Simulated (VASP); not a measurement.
Here is a VASP 6.6.1 calculation.

File INCAR:

```
SYSTEM = Ta
PREC     = Accurate       ! precision mode
ENCUT    = 400            ! plane-wave cutoff, eV
EDIFF    = 1E-6           ! SCF threshold, eV
ISMEAR   = -1             ! smearing method
SIGMA    = 0.1            ! smearing width, eV
LREAL    = .FALSE.        ! projectors in reciprocal space
LASPH    = .TRUE.         ! aspherical terms in the spheres
NELM     = 120            ! most SCF steps
ALGO     = Normal         ! electronic algorithm
ISIF     = 2              ! what is computed and relaxed
LWAVE    = .FALSE.        ! write WAVECAR
LCHARG   = .FALSE.        ! write CHGCAR
LDIPOL   = .TRUE.       
IDIPOL   = 3            
DIPOL    = 0.5 0.5 0.500
GGA      = PE             ! functional
EFIELD   = -0.2         
NBANDS   = 24             ! bands
GGA_COMPAT= .FALSE.      
NELMDL   = -8
```

Contents of KPOINTS:

```
regular mesh
0
G
  13 13 1
  0 0 0
```

File POSCAR:

```
Ta
1.0
    2.8752873597      0.0000000000      0.0000000000
   -0.9584291199      2.7108469199      0.0000000000
    0.0000000000      0.0000000000     20.6953000000
Ta
3
Direct
    0.0000000000      0.0000000000      0.3903954831
    0.5000000000      0.5000000000      0.4999999909
    0.0000000000      0.0000000000      0.6096045260
```

Potentials or basis: VASP PAW PBE potentials, release 64 (Ta_pv).

Run with:

```bash
$ cat potpaw_PBE.64/Ta_pv/POTCAR > POTCAR
$ mpirun -np 1 vasp_std > vasp.out
```

**Question.** What does it give for the largest force?

**Answer.** 0.018 eV/Å.

Forces on the atoms (eV/Å):
```
Ta   0.000  0.000 -0.006
Ta   0.000  0.000  0.018
Ta   0.000  0.000 -0.012
```
